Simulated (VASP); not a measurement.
# Os (Fd-3m) in VASP: a series of runs

Os is run at these levels: PBEsol; tasks: single point, relaxation of cell and atoms.

Everything below comes from runs of VASP 6.6.1. Logs are shortened: lines on timing, memory, paths and dates and some standing lists are left out, and cuts for length are marked.

## (1) The cell of the first run

It takes space group Fd-3m (No. 227, cubic). The conventional cell has a = 5.575 Å, b = 5.575 Å, c = 5.575 Å, α = 90.00°, β = 90.00°, γ = 90.00°. Os (site symmetry -43m) has 4 Os at 2.41 Å within 3.2 Å.

This isn't the form of Os at room conditions, which is hcp.

## (2) Single point, PBEsol (21.66 Å³/atom)

Contents of INCAR:

```
SYSTEM = Os
ALGO = Normal
EDIFF = 1E-6
ENCUT = 520
GGA = PS
ISIF = 2
ISMEAR = -1
LASPH = .True.
LCHARG = .False.
LREAL = .False.
LWAVE = .False.
NBANDS = 15
NELM = 100
PREC = Accurate
SIGMA = 0.1
```

Contents of KPOINTS:

```
k-points
0
Gamma
  11 11 11
  0 0 0
```

Contents of POSCAR:

```
Os
1.0
    0.0000000000      2.7874087307      2.7874087307
    2.7874087307      0.0000000000      2.7874087307
    2.7874087307      2.7874087307      0.0000000000
Os
2
Direct
    0.1250000000      0.1250000000      0.1250000000
    0.8750000000      0.8750000000      0.8750000000
```

Potentials or basis: VASP PAW PBE potentials, release 64 (Os).

On the command line:

```console
$ cat potpaw_PBE.64/Os/POTCAR > POTCAR
$ mpirun -np 1 vasp_std > vasp.out
```

OUTCAR:

```text
SYSTEM = Os
   EDIFF = 1E-6
   ENCUT = 520
   GGA = PS
   ISIF = 2
   ISMEAR = -1
   LASPH = .True.
   LREAL = .False.
   NELM = 100
   PREC = Accurate

 ion  position               nearest neighbor table
   1  0.125  0.125  0.125-   2 2.41   2 2.41   2 2.41   2 2.41
   2  0.875  0.875  0.875-   1 2.41   1 2.41   1 2.41   1 2.41

  LATTYP: Found a face centered cubic cell.
 ALAT       =     5.5748174614

  Lattice vectors:

 A1 = (   0.0000000000,   2.7874087307,   2.7874087307)
 A2 = (   2.7874087307,   0.0000000000,   2.7874087307)
 A3 = (   2.7874087307,   2.7874087307,   0.0000000000)

Analysis of symmetry for initial positions (statically):
=====================================================================
 Subroutine PRICEL returns:
 Original cell was already a primitive cell.

 Routine SETGRP: Setting up the symmetry group for a
 face centered cubic supercell.

 Subroutine GETGRP returns: Found 48 space group operations
 (whereof 12 operations were pure point group operations)
 out of a pool of 48 trial point group operations.

The static configuration has the point symmetry D_3d.
 The point group associated with its full space group is O_h .

Analysis of symmetry for dynamics (positions and initial velocities):
=====================================================================
 Subroutine PRICEL returns:
 Original cell was already a primitive cell.

 Routine SETGRP: Setting up the symmetry group for a
 face centered cubic supercell.

 Subroutine GETGRP returns: Found 48 space group operations
 (whereof 12 operations were pure point group operations)
 out of a pool of 48 trial point group operations.

The dynamic configuration has the point symmetry D_3d.
 The point group associated with its full space group is O_h .

 Subroutine INISYM returns: Found 48 space group operations
 (whereof 12 operations are pure point group operations),
 and found     1 'primitive' translations

----------------------------------------------------------------------------------------

                                     Primitive cell

  volume of cell :      43.3144

  direct lattice vectors                    reciprocal lattice vectors
     0.000000000  2.787408731  2.787408731    -0.179378071  0.179378071  0.179378071
     2.787408731  0.000000000  2.787408731     0.179378071 -0.179378071  0.179378071
     2.787408731  2.787408731  0.000000000     0.179378071  0.179378071 -0.179378071

  length of vectors
     3.941991231  3.941991231  3.941991231     0.310691932  0.310691932  0.310691932

  position of ions in fractional coordinates (direct lattice)
     0.125000000  0.125000000  0.125000000
     0.875000000  0.875000000  0.875000000

  ion indices of the primitive-cell ions
   primitive index   ion index
                 1           1
                 2           2

----------------------------------------------------------------------------------------

 KPOINTS: k-points

Automatic generation of k-mesh.
 Grid dimensions read from file:
 generate k-points for:   11   11   11

 Generating k-lattice:

  Cartesian coordinates                     Fractional coordinates (reciprocal lattice)
    -0.016307097  0.016307097  0.016307097     0.090909091  0.000000000  0.000000000
     0.016307097 -0.016307097  0.016307097     0.000000000  0.090909091  0.000000000
     0.016307097  0.016307097 -0.016307097     0.000000000  0.000000000  0.090909091

  Length of vectors
     0.028244721  0.028244721  0.028244721

  Shift w.r.t. Gamma in fractional coordinates (k-lattice)
     0.000000000  0.000000000  0.000000000

 Subroutine IBZKPT returns following result:
 ===========================================

 Found     56 irreducible k-points:

 Following reciprocal coordinates:
            Coordinates               Weight
  0.000000  0.000000  0.000000      1.000000
  0.090909  0.000000  0.000000      8.000000
  0.181818  0.000000  0.000000      8.000000
  0.272727  0.000000  0.000000      8.000000
  0.363636  0.000000  0.000000      8.000000
  0.454545  0.000000  0.000000      8.000000
[... 16 lines left out ...]
 -0.272727  0.181818  0.000000     24.000000
 -0.181818  0.181818  0.000000     12.000000
 [... further k-points ...]
   k-points           NKPTS =     56   k-points in BZ     NKDIM =     56   number of bands    NBANDS=     15
   number of dos      NEDOS =    301   number of ions     NIONS =      2
   total plane-waves  NPLWV =  27000
   dimension x,y,z NGX =    30 NGY =   30 NGZ =   30
   dimension x,y,z NGXF=    60 NGYF=   60 NGZF=   60
   ions per type =               2
   NGX,Y,Z   is equivalent  to a cutoff of  12.65, 12.65, 12.65 a.u.
   NGXF,Y,Z  is equivalent  to a cutoff of  25.30, 25.30, 25.30 a.u.
 SYSTEM =  Os
   PREC   = accura    normal or accurate (medium, high low for compatibility)
   ISTART =      0    job   : 0-new  1-cont  2-samecut
   ICHARG =      2    charge: 1-file 2-atom 10-const
   ISPIN  =      1    spin polarized calculation?
   LNONCOLLINEAR =      F non collinear calculations
   LSORBIT =      F    spin-orbit coupling
   LASPH  =      T    aspherical Exc in radial PAW
   ENCUT  =  520.0 eV  38.22 Ry    6.18 a.u.   7.33  7.33  7.33*2*pi/ulx,y,z
   NELM   =    100;   NELMIN=  2; NELMDL= -5     # of ELM steps
   EDIFF  = 0.1E-05   stopping-criterion for ELM
   LREAL  =      F    real-space projection
   EDIFFG = 0.1E-04   stopping-criterion for IOM
   NSW    =      0    number of steps for IOM
   IBRION =     -1    ionic relax: 0-MD 1-quasi-New 2-CG
   NFREE  =      0    steps in history (QN), initial steepest desc. (CG)
   ISIF   =      2    stress and relaxation
   ISYM   =      2    0-nonsym 1-usesym 2-fastsym
   POTIM  = 0.5000    time-step for ionic-motion
   TEBEG  =    0.0;   TEEND  =   0.0 temperature during run
   PSTRESS=    0.0 pullay stress
   NELECT =      16.0000    total number of electrons
   NUPDOWN=      -1.0000    fix difference up-down
   EMIN   =  10.00;   EMAX   =-10.00  energy-range for DOS
   EFERMI =   0.00;   METHOD = LEGACY
   ISMEAR =    -1;   SIGMA  =   0.10  broadening in eV -4-tet -1-fermi 0-gaus
   EFERMI_NEDOS =   21; number of points for ismear=-14 and -15
   IALGO  =     38    algorithm
   IMIX   =      4    mixing-type and parameters
     AMIX     =   0.40;   BMIX     =  1.00
     AMIX_MAG =   1.60;   BMIX_MAG =  1.00
  volume/ion in A,a.u.               =      21.66       146.15
  Fermi-wavevector in a.u.,A,eV,Ry     =   1.174638  2.219745 18.772982  1.379775
  Thomas-Fermi vector in A             =   2.311032
   LORBIT       =      0    0 simple, 1 ext, 2 COOP (PROOUT), +10 PAW based schemes
   GGA     = PS    functional components
   LHFCALC =     F    Hartree Fock is set to
   AEXX    =    0.0000 exact exchange contribution
   IVDW    =     0    specifies the selected vdW correction
   LEPSILON=     F    determine dielectric tensor
   LRPA    =     F    only Hartree local field effects (RPA)
 non-spin polarized calculation
  energy-cutoff  :      520.00
  volume of cell :       43.31
 maximum number of plane-waves:      1211
 NGX is ok and might be reduce to    30
   NGX = 15   NGY = 15   NGZ = 15

 number of electron      15.9999998 magnetization

 Free energy of the ion-electron system (eV)
  ---------------------------------------------------
  ext. energy  EPLUGINS =         0.00000000
  ---------------------------------------------------
  free energy    TOTEN  =       -21.54215098 eV

  energy without entropy =      -21.48251808  energy(sigma->0) =      -21.51233453

 E-fermi :   4.0966     XC(G=0): -11.3235

 val. band max:        4.0837396466   @ k =   0.4545   0.2727   0.0000
 cond. band min:       4.1080122473   @ k =   0.4545   0.2727   0.0909
 fundamental gap:      0.0242726007
 Fermi energy:         4.0965576313

 k-point     1 :       0.0000    0.0000    0.0000
  band No.  band energies     occupation
      1      -3.4308      2.00000
      2       0.0019      2.00000
      3       0.0019      2.00000
      4       0.5842      2.00000
      5       0.5842      2.00000
      6       0.5842      2.00000
      7       3.5444      1.99203
      8       3.5444      1.99203
      9       3.5444      1.99203
     10       6.5811      0.00000
     11       6.5811      0.00000
     12      15.2264      0.00000
     13      15.2825      0.00000
     14      16.8463      0.00000
     15      16.8463      0.00000

 k-point     2 :       0.0909    0.0000    0.0000
  band No.  band energies     occupation
      1      -3.2816      2.00000
      2      -0.0884      2.00000
      3      -0.0884      2.00000
      4       0.5641      2.00000
      5       0.7342      2.00000
      6       0.7342      2.00000
      7       3.3808      1.99844
      8       3.5228      1.99358
      9       3.5228      1.99358
     10       6.5677      0.00000
     11       6.5677      0.00000
     12      14.6336      0.00000
     13      15.2521      0.00000
     14      16.6817      0.00000
     15      16.7439      0.00000

 k-point     3 :       0.1818    0.0000    0.0000
  band No.  band energies     occupation
      1      -2.8557      2.00000
      2      -0.1894      2.00000
      3      -0.1894      2.00000
      4       0.5144      2.00000
      5       0.9586      2.00000
      6       0.9586      2.00000
      7       2.9826      1.99997
      8       3.5230      1.99357
      9       3.5230      1.99357
     10       6.5132      0.00000
     11       6.5132      0.00000
     12      12.8046      0.00000
     13      14.5786      0.00000
     14      15.9647      0.00000
     15      15.9647      0.00000
[... 343 lines left out ...]
 k-point    23 :      -0.2727    0.1818    0.0000
  band No.  band energies     occupation
      1      -1.3740      2.00000
      2      -0.4091      2.00000
      3      -0.0480      2.00000
      4       0.2781      2.00000
      5       0.6476      2.00000
      6       1.6984      2.00000
      7       2.8525      1.99999
      8       3.0752      1.99993
      9       4.6587      0.00722
     10       5.2255      0.00003
     11       6.8028      0.00000
     12       9.1131      0.00000
     13      10.9428      0.00000
     14      13.9135      0.00000
     15      14.8001      0.00000

 k-point    24 :      -0.1818    0.1818    0.0000
  band No.  band energies     occupation
      1      -2.0005      2.00000
      2      -0.4763      2.00000
      3       0.1386      2.00000
      4       0.2438      2.00000
      5       0.7373      2.00000
      6       1.6030      2.00000
      7       2.7070      2.00000
      8       3.0618      1.99994
      9       4.2643      0.31493
     10       5.6471      0.00000
     11       6.8449      0.00000
     12      11.0272      0.00000
     13      11.6600      0.00000
     14      14.8129      0.00000
     15      15.2132      0.00000

 [... further k-points ...]

------------------------ aborting loop because EDIFF is reached ----------------------------------------

  FORCE on cell =-STRESS in cart. coord.  units (eV):
  Direction    XX          YY          ZZ          XY          YZ          ZX
  --------------------------------------------------------------------------------------
  -------------------------------------------------------------------------------------
  Total       -2.4143358     -2.4143358     -2.4143358     -0.0000000     -0.0000000      0.0000000
  in kB      -89.3051054    -89.3051054    -89.3051054     -0.0000000     -0.0000000      0.0000000
  external PRESSURE =     -89.3051054 kB  Pullay stress =       0.0000000 kB

 VOLUME and BASIS-vectors are now :
 -----------------------------------------------------------------------------
  energy-cutoff  :      520.00
  volume of cell :       43.31
      direct lattice vectors                 reciprocal lattice vectors
     0.000000000  2.787408731  2.787408731    -0.179378071  0.179378071  0.179378071
     2.787408731  0.000000000  2.787408731     0.179378071 -0.179378071  0.179378071
     2.787408731  2.787408731  0.000000000     0.179378071  0.179378071 -0.179378071

 POSITION                                       TOTAL-FORCE (eV/Angst)
 -----------------------------------------------------------------------------------
      0.69685      0.69685      0.69685         0.000000      0.000000     -0.000000
      4.87797      4.87797      4.87797        -0.000000     -0.000000      0.000000
 -----------------------------------------------------------------------------------
    total drift:                               -0.000000      0.000000      0.000000

  FREE ENERGIE OF THE ION-ELECTRON SYSTEM (eV)
  ---------------------------------------------------
  free  energy   TOTEN  =       -21.5421509794 eV

  energy  without entropy=      -21.4825180814  energy(sigma->0) =      -21.51233453
```

It took 64 s on 1 thread of Intel Xeon 8259CL, shared host; peak memory 0.19 GiB.

Results:

```yaml
Free_energy: -21.5422 eV
Pressure: -8.9 GPa
Band_gap_on_the_k_mesh: zero (bands 8 and 9 overlap by 1.01 eV)
```

Levels at points of the mesh, in eV from the Fermi level:
```tsv
k point	band 6	band 7	band 8	band 9	band 10	band 11
(0.00, 0.00, 0.00)	-3.51	-0.55	-0.55	-0.55	2.48	2.48
```

Caveat: the cell stands under tension; the PAW data sets were made with another functional, which shifts forces and pressure a little; spin-orbit coupling is left out, which moves the levels of the heavy elements.

(Part 1 of 3 ends here.)

The gap in the log of VASP goes by the Fermi energy; the results here count the filled bands.